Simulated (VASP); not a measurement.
# Nb (Fm-3m) in VASP: settings compared

The runs below take Nb through single point, with r2SCANh, r2SCAN50, HF, PBE0, LDA+U.

All numbers are computed with VASP 6.6.1; they aren't measurements. Logs are shortened: lines on timing, memory, paths and dates and some standing lists are left out, and cuts for length are marked.

### 1 The cell of the first run

It takes space group Fm-3m (No. 225, cubic). The conventional cell has a = 4.230 Å, b = 4.230 Å, c = 4.230 Å, α = 90.00°, β = 90.00°, γ = 90.00°. Nb (site symmetry m-3m) has 12 Nb at 2.99 Å within 3.9 Å.

This isn't the form of Nb at room conditions, which is bcc.

### 2 Single point, r2SCANh

File POSCAR:

```
Nb
1.0
    0.0000000000      2.1150000000      2.1150000000
    2.1150000000      0.0000000000      2.1150000000
    2.1150000000      2.1150000000      0.0000000000
Nb
1
Direct
    0.0000000000      0.0000000000      0.0000000000
```

File INCAR.step1:

```
SYSTEM = Nb
  PREC = Accurate
  ENCUT = 520
  EDIFF = 1E-5
  ISMEAR = -1
  SIGMA = 0.05
  LREAL = .False.
  LASPH = .True.
  NELM = 80
  ALGO = Normal
  ISIF = 2
  LWAVE = .True.
  LCHARG = .False.
  GGA = PE
  NBANDS = 12
```

File INCAR.step2:

```
SYSTEM = Nb
  PREC = Accurate
  ENCUT = 520
  EDIFF = 1E-6
  ISMEAR = -1
  SIGMA = 0.05
  LREAL = .False.
  LASPH = .True.
  NELM = 80
  ALGO = Normal
  ISIF = 2
  LWAVE = .False.
  LCHARG = .False.
  METAGGA = R2SCAN
  LHFCALC = .True.
  AEXX = 0.1
  LMIXTAU = .True.
  PRECFOCK = Normal
  ISTART = 1
  NBANDS = 12
```

File KPOINTS:

```
regular mesh
0
Gamma
  6 6 6
  0 0 0
```

Potentials or basis: VASP PAW PBE potentials, release 64 (Nb_sv).

Started as:

```bash
$ cat potpaw_PBE.64/Nb_sv/POTCAR > POTCAR
$ cp INCAR.step1 INCAR
$ mpirun -np 1 vasp_std > vasp.out
$ cp INCAR.step2 INCAR
$ mpirun -np 1 vasp_std > vasp.out
```

OUTCAR:

```text
SYSTEM = Nb
   PREC = Accurate
   ENCUT = 520
   EDIFF = 1E-6
   ISMEAR = -1
   LREAL = .False.
   LASPH = .True.
   NELM = 80
   ISIF = 2
   METAGGA = R2SCAN
   LHFCALC = .True.
   AEXX = 0.1
   PRECFOCK = Normal
   ISTART = 1

 ion  position               nearest neighbor table
   1  0.000  0.000  0.000-

  LATTYP: Found a face centered cubic cell.
 ALAT       =     4.2300000000

  Lattice vectors:

 A1 = (   0.0000000000,   2.1150000000,   2.1150000000)
 A2 = (   2.1150000000,   0.0000000000,   2.1150000000)
 A3 = (   2.1150000000,   2.1150000000,   0.0000000000)

Analysis of symmetry for initial positions (statically):
=====================================================================
 Subroutine PRICEL returns:
 Original cell was already a primitive cell.

 Routine SETGRP: Setting up the symmetry group for a
 face centered cubic supercell.

 Subroutine GETGRP returns: Found 48 space group operations
 (whereof 48 operations were pure point group operations)
 out of a pool of 48 trial point group operations.

The static configuration has the point symmetry O_h .

Analysis of symmetry for dynamics (positions and initial velocities):
=====================================================================
 Subroutine PRICEL returns:
 Original cell was already a primitive cell.

 Routine SETGRP: Setting up the symmetry group for a
 face centered cubic supercell.

 Subroutine GETGRP returns: Found 48 space group operations
 (whereof 48 operations were pure point group operations)
 out of a pool of 48 trial point group operations.

The dynamic configuration has the point symmetry O_h .

 Subroutine INISYM returns: Found 48 space group operations
 (whereof 48 operations are pure point group operations),
 and found     1 'primitive' translations

----------------------------------------------------------------------------------------

                                     Primitive cell

  volume of cell :      18.9217

  direct lattice vectors                    reciprocal lattice vectors
     0.000000000  2.115000000  2.115000000    -0.236406619  0.236406619  0.236406619
     2.115000000  0.000000000  2.115000000     0.236406619 -0.236406619  0.236406619
     2.115000000  2.115000000  0.000000000     0.236406619  0.236406619 -0.236406619

  length of vectors
     2.991061684  2.991061684  2.991061684     0.409468276  0.409468276  0.409468276

  position of ions in fractional coordinates (direct lattice)
     0.000000000  0.000000000  0.000000000

  ion indices of the primitive-cell ions
   primitive index   ion index
                 1           1

----------------------------------------------------------------------------------------

 KPOINTS: regular mesh

Automatic generation of k-mesh.
 Grid dimensions read from file:
 generate k-points for:    6    6    6

 Generating k-lattice:

  Cartesian coordinates                     Fractional coordinates (reciprocal lattice)
    -0.039401103  0.039401103  0.039401103     0.166666667  0.000000000  0.000000000
     0.039401103 -0.039401103  0.039401103     0.000000000  0.166666667  0.000000000
     0.039401103  0.039401103 -0.039401103     0.000000000  0.000000000  0.166666667

  Length of vectors
     0.068244713  0.068244713  0.068244713

  Shift w.r.t. Gamma in fractional coordinates (k-lattice)
     0.000000000  0.000000000  0.000000000

 Subroutine IBZKPT returns following result:
 ===========================================

 Found     16 irreducible k-points:

 Following reciprocal coordinates:
            Coordinates               Weight
  0.000000  0.000000  0.000000      1.000000
  0.166667  0.000000  0.000000      8.000000
  0.333333  0.000000  0.000000      8.000000
  0.500000  0.000000  0.000000      4.000000
  0.166667  0.166667  0.000000      6.000000
  0.333333  0.166667  0.000000     24.000000
[... 8 lines left out ...]
 -0.333333  0.333333  0.166667     24.000000
 -0.333333  0.500000  0.166667     12.000000
   k-points           NKPTS =     16   k-points in BZ     NKDIM =    216   number of bands    NBANDS=     12
[... 50 lines left out ...]
      9      14.9190      0.00000
     10      14.9190      0.00000
     11      22.9298      0.00000
     12      26.1168      0.00000

 k-point     4 :       0.5000    0.0000    0.0000
  band No.  band energies     occupation
      1     -47.1733      2.00000
      2     -22.8049      2.00000
      3     -21.6791      2.00000
      4     -21.6791      2.00000
      5       6.3566      2.00000
      6      10.9607      0.74530
      7      10.9607      0.74484
      8      12.0248      0.00000
      9      16.0897      0.00000
     10      16.0897      0.00000
     11      22.1709      0.00000
     12      23.1888      0.00000

 k-point     5 :       0.1667    0.1667    0.0000
  band No.  band energies     occupation
      1     -47.3161      2.00000
      2     -21.8465      2.00000
      3     -21.6309      2.00000
      4     -21.6309      2.00000
      5       5.0459      2.00000
      6       9.5672      2.00000
      7      12.0382      0.00000
      8      12.0382      0.00000
      9      12.7314      0.00000
     10      14.6467      0.00000
     11      26.1244      0.00000
     12      27.3922      0.00000
[... 108 lines left out ...]
      1     -47.1048      2.00000
      2     -22.7135      2.00000
      3     -21.9612      2.00000
      4     -21.9612      2.00000
      5       6.2539      2.00000
      6       6.9140      2.00000
      7      14.6063      0.00000
      8      16.2269      0.00000
      9      16.6007      0.00000
     10      16.6007      0.00000
     11      22.9770      0.00000
     12      22.9770      0.00000

 k-point    14 :       0.5000    0.3333    0.1667
  band No.  band energies     occupation
      1     -47.1572      2.00000
      2     -22.4761      2.00000
      3     -22.0296      2.00000
      4     -21.7918      2.00000
      5       7.8356      2.00000
      6       8.4791      2.00000
      7       9.8209      2.00000
      8      13.6873      0.00000
      9      14.4612      0.00000
     10      17.7431      0.00000
     11      24.1619      0.00000
     12      25.7538      0.00000

 k-point    15 :      -0.3333    0.3333    0.1667
  band No.  band energies     occupation
      1     -47.1214      2.00000
      2     -22.5104      2.00000
      3     -22.1863      2.00000
      4     -21.8632      2.00000
      5       8.3143      2.00000
      6       8.4685      2.00000
      7       9.8166      2.00000
      8      13.1097      0.00000
      9      15.6985      0.00000
     10      20.0448      0.00000
     11      21.0814      0.00000
     12      25.7390      0.00000

 k-point    16 :      -0.3333    0.5000    0.1667
  band No.  band energies     occupation
      1     -47.1042      2.00000
      2     -22.5339      2.00000
      3     -22.1573      2.00000
      4     -21.9820      2.00000
      5       7.2840      2.00000
      6       8.0135      2.00000
      7      11.2533      0.00340
      8      14.0547      0.00000
      9      16.6013      0.00000
     10      20.0331      0.00000
     11      22.6055      0.00000
     12      22.7266      0.00000

------------------------ aborting loop because EDIFF is reached ----------------------------------------

  FORCE on cell =-STRESS in cart. coord.  units (eV):
  Direction    XX          YY          ZZ          XY          YZ          ZX
  --------------------------------------------------------------------------------------
  -------------------------------------------------------------------------------------
  Total       -0.1223771     -0.1223771     -0.1223771     -0.0000000      0.0000000     -0.0000000
  in kB      -10.3621480    -10.3621480    -10.3621480     -0.0000000      0.0000000     -0.0000000
  external PRESSURE =     -10.3621480 kB  Pullay stress =       0.0000000 kB

 VOLUME and BASIS-vectors are now :
 -----------------------------------------------------------------------------
  energy-cutoff  :      520.00
  volume of cell :       18.92
      direct lattice vectors                 reciprocal lattice vectors
     0.000000000  2.115000000  2.115000000    -0.236406619  0.236406619  0.236406619
     2.115000000  0.000000000  2.115000000     0.236406619 -0.236406619  0.236406619
     2.115000000  2.115000000  0.000000000     0.236406619  0.236406619 -0.236406619

 POSITION                                       TOTAL-FORCE (eV/Angst)
 -----------------------------------------------------------------------------------
      0.00000      0.00000      0.00000        -0.000000      0.000000     -0.000000
 -----------------------------------------------------------------------------------
    total drift:                                0.000000      0.000000      0.000000

  FREE ENERGIE OF THE ION-ELECTRON SYSTEM (eV)
  ---------------------------------------------------
  free  energy   TOTEN  =       -24.2096900128 eV

  energy  without entropy=      -24.2031835373  energy(sigma->0) =      -24.20643678
```

It took 18 min on 1 thread of Intel Xeon Platinum 8259CL at 2.50GHz (Skylake/Cascade Lake), shared host; peak memory 0.16 GiB.

Results:

| Property | Result |
| --- | --- |
| Free energy | -24.2097 eV |
| Pressure | -1.0 GPa |
| Band gap on the k mesh | zero (an odd number of electrons rules out a gap without spin polarisation) |

Levels at points of the mesh, in eV from the Fermi level:
| k point | band 3 | band 4 | band 5 | band 6 | band 7 | band 8 | band 9 | band 10 |
| --- | --- | --- | --- | --- | --- | --- | --- | --- |
| (0.00, 0.00, 0.00) | -32.45 | -32.45 | -7.27 | 0.23 | 0.23 | 0.23 | 3.28 | 3.28 |
| (0.50, 0.00, 0.00) | -32.61 | -32.61 | -4.58 | 0.03 | 0.03 | 1.09 | 5.16 | 5.16 |
| (0.50, 0.50, 0.00) | -32.90 | -32.90 | -4.68 | -4.02 | 3.67 | 5.29 | 5.67 | 5.67 |

Caveat: the k points lie up to 0.43 Å⁻¹ apart, too coarse for converged energies and pressures of a metal; the PAW data sets were made with another functional, which shifts forces and pressure a little.

### 3 Single point, r2SCAN50

POSCAR is that of step 2.

File INCAR.step1:

```
PREC = Accurate ; ENCUT = 520
EDIFF = 1E-5 ; ISMEAR = -1
SIGMA = 0.05 ; LREAL = False
LASPH = True ; NELM = 60
ALGO = Normal ; ISIF = 2
LWAVE = True ; LCHARG = False
NBANDS = 12 ; GGA = PE
```

File INCAR.step2:

```
PREC = Accurate ; ENCUT = 520
EDIFF = 1E-7 ; ISMEAR = -1
SIGMA = 0.05 ; LREAL = False
LASPH = True ; NELM = 60
ALGO = Normal ; ISIF = 2
LWAVE = False ; LCHARG = False
METAGGA = R2SCAN ; LHFCALC = True
AEXX = 0.5 ; LMIXTAU = True
PRECFOCK = Normal ; NBANDS = 12
ISTART = 1
```

File KPOINTS:

```
Automatic mesh
0
Gamma
  6 6 6
```

Potentials or basis: VASP PAW PBE potentials, release 64 (Nb_sv).

Started as:

```bash
$ cat potpaw_PBE.64/Nb_sv/POTCAR > POTCAR
$ cp INCAR.step1 INCAR
$ mpirun -np 1 vasp_std > vasp.out
$ cp INCAR.step2 INCAR
$ mpirun -np 1 vasp_std > vasp.out
```

Run time: 17 min. Hardware: 1 thread of Intel Xeon Platinum 8259CL at 2.50GHz (Skylake/Cascade Lake), shared host; peak memory 0.16 GiB.

Results (log left out):

| Quantity | Value |
| --- | --- |
| Free energy | -23.0301 eV |
| Pressure | -8.7 GPa |
| Band gap on the k mesh | zero (an odd number of electrons rules out a gap without spin polarisation) |

Levels at points of the mesh, in eV from the Fermi level:
| k point | band 2 | band 3 | band 4 | band 5 | band 6 | band 7 | band 8 | band 9 | band 10 | band 11 |
| --- | --- | --- | --- | --- | --- | --- | --- | --- | --- | --- |
| (0.00, 0.00, 0.00) | -36.51 | -36.51 | -36.51 | -9.66 | 1.11 | 1.11 | 1.11 | 4.98 | 4.98 | 13.76 |
| (0.50, 0.00, 0.00) | -38.02 | -36.67 | -36.67 | -6.38 | 0.97 | 1.07 | 1.07 | 6.91 | 6.91 | 13.06 |
| (0.50, 0.50, 0.00) | -37.90 | -36.99 | -36.99 | -6.37 | -5.66 | 4.39 | 7.24 | 7.45 | 7.45 | 13.45 |

Caveat: the k points lie up to 0.43 Å⁻¹ apart, too coarse for converged energies and pressures of a metal; the PAW data sets were made with another functional, which shifts forces and pressure a little.

### 4 Single point, HF

POSCAR is that of step 3.

File INCAR.step1:

```
ALGO = Normal
EDIFF = 1E-5
ENCUT = 520
GGA = PE
ISIF = 2
ISMEAR = -1
LASPH = True
LREAL = False
LWAVE = True
NBANDS = 12
NELM = 100
PREC = Accurate
SIGMA = 0.05
```

File INCAR.step2:

```
AEXX = 1.0
AGGAC = 0.0
ALDAC = 0.0
ALGO = Normal
EDIFF = 1E-6
ENCUT = 520
GGA = PE
ISIF = 2
ISMEAR = -1
ISTART = 1
LASPH = True
LCHARG = True
LELF = True
LHFCALC = True
LREAL = False
LVHAR = True
LWAVE = False
NBANDS = 12
NELM = 100
PREC = Accurate
PRECFOCK = Normal
SIGMA = 0.05
```

File KPOINTS:

```
k-points
0
Gamma
  6 6 6
```

Started as:

```bash
$ cat potpaw_PBE.64/Nb_sv/POTCAR > POTCAR
$ cp INCAR.step1 INCAR
$ mpirun -np 1 vasp_std > vasp.out
$ cp INCAR.step2 INCAR
$ mpirun -np 1 vasp_std > vasp.out
```

Wall time 19 min (1 thread of Intel Xeon Platinum 8259CL at 2.50GHz (Skylake/Cascade Lake), shared host); peak memory 0.15 GiB.

It converged, with:

| Quantity | Value |
| --- | --- |
| Free energy | -18.8000 eV |
| Pressure | 4.6 GPa |
| Band gap on the k mesh | zero (an odd number of electrons rules out a gap without spin polarisation) |

Levels at points of the mesh, in eV from the Fermi level:
```csv
k point,band 2,band 3,band 4,band 5,band 6,band 7,band 8,band 9,band 10,band 11
"(0.00, 0.00, 0.00)",-42.43,-42.43,-42.43,-13.42,1.92,1.92,1.92,6.96,6.96,14.70
"(0.50, 0.00, 0.00)",-44.19,-42.59,-42.59,-9.15,-2.73,2.22,2.22,8.76,8.76,14.90
"(0.50, 0.50, 0.00)",-44.03,-42.93,-42.93,-8.83,-8.25,4.66,9.22,9.22,9.44,15.22
```

Caveat: the k points lie up to 0.43 Å⁻¹ apart, too coarse for converged energies and pressures of a metal; the PAW data sets were made with another functional, which shifts forces and pressure a little.

### 5 Single point, PBE0

This run uses another cell than the first one, of 20.06 Å³/atom.

File POSCAR:

```
Nb
1.0
    0.0000000000      2.1564811194      2.1564811194
    2.1564811194      0.0000000000      2.1564811194
    2.1564811194      2.1564811194      0.0000000000
Nb
1
Direct
    0.0000000000      0.0000000000      0.0000000000
```

File INCAR.step1:

```
PREC = Accurate
ENCUT = 520
EDIFF = 1E-5
ISMEAR = -1
SIGMA = 0.05
LREAL = False
LASPH = True
NELM = 100
ALGO = Normal
ISIF = 2
LWAVE = True
GGA = PE
NBANDS = 12
```

File INCAR.step2:

```
PREC = Accurate
ENCUT = 520
EDIFF = 1E-6
ISMEAR = -1
SIGMA = 0.05
LREAL = False
LASPH = True
NELM = 100
ALGO = Normal
ISIF = 2
LWAVE = False
LCHARG = True
GGA = PE
LHFCALC = True
AEXX = 0.25
PRECFOCK = Normal
LELF = True
LVHAR = True
ISTART = 1
NBANDS = 12
```

File KPOINTS:

```
Automatic mesh
0
Gamma
  6 6 6
```

Started as:

```bash
$ cat potpaw_PBE.64/Nb_sv/POTCAR > POTCAR
$ cp INCAR.step1 INCAR
$ mpirun -np 1 vasp_std > vasp.out
$ cp INCAR.step2 INCAR
$ mpirun -np 1 vasp_std > vasp.out
```

It took 49 min on 1 thread of AMD EPYC 7R43 (Zen 3), shared host; peak memory 0.12 GiB.

Results (log left out):

* Free energy: -12.6038 eV
* Pressure: -12.5 GPa
* Band gap on the k mesh: zero (an odd number of electrons rules out a gap without spin polarisation)

Levels at points of the mesh, in eV from the Fermi level:
```csv
k point,band 4,band 5,band 6,band 7,band 8,band 9
"(0.00, 0.00, 0.00)",-33.66,-7.92,0.37,0.38,0.39,3.37
"(0.50, 0.00, 0.00)",-33.79,-5.05,-0.37,0.26,0.70,5.05
"(0.50, 0.50, 0.00)",-34.02,-5.02,-4.41,3.38,5.23,5.54
```

Caveat: the k points lie up to 0.42 Å⁻¹ apart, too coarse for converged energies and pressures of a metal; the PAW data sets were made with another functional, which shifts forces and pressure a little.

### 6 Single point, LDA+U (20.44 Å³/atom)

This run uses another cell than the first one, of 20.44 Å³/atom.

File INCAR:

```
SYSTEM = Nb
PREC = Accurate
ENCUT = 500
EDIFF = 1E-6
ISMEAR = -1
SIGMA = 0.15
LREAL = .False.
LASPH = .True.
NELM = 200
ALGO = Normal
ISIF = 2
LWAVE = .False.
LCHARG = .False.
LMAXMIX = 4
LDAU = .True.
LDAUTYPE = 2
LDAUL = 2
LDAUU = 1
LDAUJ = 0
LDAUPRINT = 1
GGA = CA
NBANDS = 12
GGA_COMPAT = .False.
```

File KPOINTS:

```
regular mesh
0
Gamma
  11 11 11
  0 0 0
```

File POSCAR:

```
Nb
1.0
    0.0000000000      2.1699594750      2.1699594750
    2.1699594750      0.0000000000      2.1699594750
    2.1699594750      2.1699594750      0.0000000000
Nb
1
Direct
    0.0000000000      0.0000000000      0.0000000000
```

Potentials or basis: VASP PAW LDA potentials, release 64 (Nb_sv).

Started as:

```bash
$ cat potpaw_LDA.64/Nb_sv/POTCAR > POTCAR
$ mpirun -np 1 vasp_std > vasp.out
```

Run time: 4.1 s. Hardware: 1 thread of Intel Xeon 6975P-C (Granite Rapids), shared host; peak memory 0.13 GiB.

It converged, with:

```
Free energy            : -9.8693 eV
Pressure               : -17.9 GPa
Band gap on the k mesh : zero (an odd number of electrons rules out a gap without spin polarisation)
```

Levels at points of the mesh, in eV from the Fermi level:
| k point | band 3 | band 4 | band 5 | band 6 | band 7 | band 8 | band 9 | band 10 |
| --- | --- | --- | --- | --- | --- | --- | --- | --- |
| (0.00, 0.00, 0.00) | -30.47 | -30.47 | -6.12 | 0.14 | 0.14 | 0.14 | 2.49 | 2.49 |

Eigenvalues of the final occupation matrices:
```
    site  spin  trace               eigenvalues
site 1 d     1   1.15  0.19 0.19 0.26 0.26 0.26
site 1 d     2   1.15  0.19 0.19 0.26 0.26 0.26
```

Caveat: the cell stands under tension; U without spin polarisation on a metal has little footing; the U is typed as a test and isn't derived for this compound.

### 7 Overview

| level | potentials or basis | U | cell | k mesh | cutoff (eV) | smearing | grid for exact exchange (PRECFOCK) | share of exact exchange | gap on the mesh (eV) | pressure (GPa) |
| --- | --- | --- | --- | --- | --- | --- | --- | --- | --- | --- |
| r2SCANh | VASP PAW PBE potentials, release 64 (Nb_sv) | - | a = 2.991 Å, angles 60.0°, 1 atom | 6 × 6 × 6 | 520 | fermi-dirac 0.05 eV | Normal | 0.1 | none | -1.0 |
| r2SCAN50 | VASP PAW PBE potentials, release 64 (Nb_sv) | - | a = 2.991 Å, angles 60.0°, 1 atom | 6 × 6 × 6 | 520 | fermi-dirac 0.05 eV | Normal | 0.5 | none | -8.7 |
| HF | VASP PAW PBE potentials, release 64 (Nb_sv) | - | a = 2.991 Å, angles 60.0°, 1 atom | 6 × 6 × 6 | 520 | fermi-dirac 0.05 eV | Normal | 1 | none | 4.6 |
| PBE0 | VASP PAW PBE potentials, release 64 (Nb_sv) | - | a = 3.050 Å, angles 60.0°, 1 atom | 6 × 6 × 6 | 520 | fermi-dirac 0.05 eV | Normal | 0.25 | none | -12.5 |
| LDA+U | VASP PAW LDA potentials, release 64 (Nb_sv) | Nb d U = 1.0 eV | a = 3.069 Å, angles 60.0°, 1 atom | 11 × 11 × 11 | 500 | fermi-dirac 0.15 eV | - | - | none | -17.9 |

Alike in all rows: task single point; no spin polarisation.

Caveats: some runs use coarse meshes; the PAW data sets were made with another functional, which shifts forces and pressure a little (at least some runs); the cell stands under tension (at least some runs); U without spin polarisation on a metal has little footing (at least some runs); the U is typed as a test and isn't derived for this compound (at least some runs).

Total energies depend on the potentials used, so only differences within one code and one set of settings carry meaning.
